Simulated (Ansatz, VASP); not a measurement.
## V: VASP beside Ansatz

```xyz
4
Lattice="2.0999 -1.5239 0.1768 2.0999 1.5239 0.1768 -0.7145 0.0000 8.3740" Properties=species:S:1:pos:R:3 pbc="T T T"
V     3.0584   -0.0019    1.3113
V     0.7842   -0.0019    3.2292
V     0.4269    0.0019    7.4162
V     2.7011    0.0019    5.4983
```

Alike in both runs: functional PBE; k mesh 6 × 6 × 4; occupations gaussian, width 0.1 eV; no spin polarisation.

Ansatz relaxed the structure, and its values are those at the end. VASP's run is a single point on that final structure, the one shown.

|  | VASP | Ansatz |
| --- | --- | --- |
| version | VASP 6.6.1 | Ansatz 0.2.0 |
| potentials or method | VASP PAW PBE potentials, release 64 (V_sv), cutoff 500 eV | scalar-relativistic, plane waves, PAW |
| valence electrons in the cell | 52 | 52 |

```csv
,VASP,Ansatz,Ansatz less VASP
gap on the k mesh at the Fermi level (eV),none,none,-
pressure (GPa),0.1,0.0,-0.08
rms of the force components (eV/Å),0.008,0.008,-0.0001
```

A gap of «none» marks a metal or a gap that the smearing closes.

The k mesh is coarse, so the values compare programs but aren't converged.
